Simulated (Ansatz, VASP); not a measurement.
**TlCl: VASP beside Ansatz**

```xyz
2
Lattice="3.8340 0.0000 0.0000 0.0000 3.8340 0.0000 0.0000 0.0000 3.8340" Properties=species:S:1:pos:R:3 pbc="T T T"
Tl    0.0000    0.0000    0.0000
Cl    1.9170    1.9170    1.9170
```

Alike in both runs: functional PBE; k mesh 7 × 7 × 7; occupations fermi-dirac, width 0.02 eV; no spin polarisation.

Ansatz relaxed the structure, and its values are those at the end. VASP's run is a single point on that final structure, the one shown.

|  | VASP | Ansatz |
| --- | --- | --- |
| version | VASP 6.6.1 | Ansatz 0.2.0 |
| potentials or method | VASP PAW PBE potentials, release 64 (Tl_d, Cl) | plane-wave PAW, scalar-relativistic |
| plane-wave cutoff (eV) | 500 | 420 |
| valence electrons in the cell | 20 | 20 |

Ansatz gave:

- gap on the k mesh at the Fermi level (eV): 2.54
- pressure (GPa): 1.3

Task: Estimate VASP's values.

Result: gap on the k mesh at the Fermi level (eV): 2.54; pressure (GPa): 1.2.

Ansatz's warnings: stress scf threshold loose.

Neither program's run includes spin-orbit coupling.
